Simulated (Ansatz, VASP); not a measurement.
TeRu in VASP and in Ansatz

The input INCAR:

```
ALGO = Normal ; EDIFF = 1E-6
ENCUT = 500 ; GGA = PE
GGA_COMPAT = False ; ISIF = 2
ISMEAR = -1 ; LASPH = True
LCHARG = True ; LELF = True
LREAL = False ; LVHAR = True
LWAVE = False ; NBANDS = 17
NELM = 120 ; PREC = Accurate
SIGMA = 0.05
```

File KPOINTS:

```
k-points
0
Gamma
  7 7 7
```

The input POSCAR:

```
TeRu
1.0
    0.0000000000      3.1139297200      3.1139297200
    3.1139297200      0.0000000000      3.1139297200
    3.1139297200      3.1139297200      0.0000000000
Ru Te
1 1
Direct
    0.0000000000      0.0000000000      0.0000000000
    0.2500000000      0.2500000000      0.2500000000
```

The input input.yaml:

```yaml
crystal:
  lattice:
    - [0.0, 3.11392972, 3.11392972]
    - [3.11392972, 0.0, 3.11392972]
    - [3.11392972, 3.11392972, 0.0]
  atoms:
    - { symbol: Ru, position: [0.0, 0.0, 0.0] }
    - { symbol: Te, position: [0.25, 0.25, 0.25] }
kpoints:
  mp_grid: { grid: [7, 7, 7] }
scf:
  occupations: { method: fermi_dirac, width: 0.05 }
hamiltonian:
  xc: pbe
  pseudopotentials: { kind: all_electron, lapw: { basis_error: 0.001 } }
output:
  forces: true
  stress: true
  eigenvalues: true
  populations: true
```

Alike in both runs: task single point; functional PBE; k mesh 7 × 7 × 7; occupations fermi-dirac, width 0.05 eV; no spin polarisation.

|  | VASP | Ansatz |
| --- | --- | --- |
| version | VASP 6.6.1 | Ansatz 0.2.0 |
| potentials or method | VASP PAW PBE potentials, release 64 (Ru_pv, Te), cutoff 500 eV | all-electron LAPW, scalar-relativistic |

Ansatz gave:

* gap on the k mesh at the Fermi level (eV): none
* pressure (GPa): -10.5

Which values does VASP return?

gap on the k mesh at the Fermi level (eV): none; pressure (GPa): -10.6.

A gap of «none» marks a metal or a gap that the smearing closes. Ansatz ran all-electron here, and VASP with PAW potentials.

Spin-orbit coupling is off throughout.
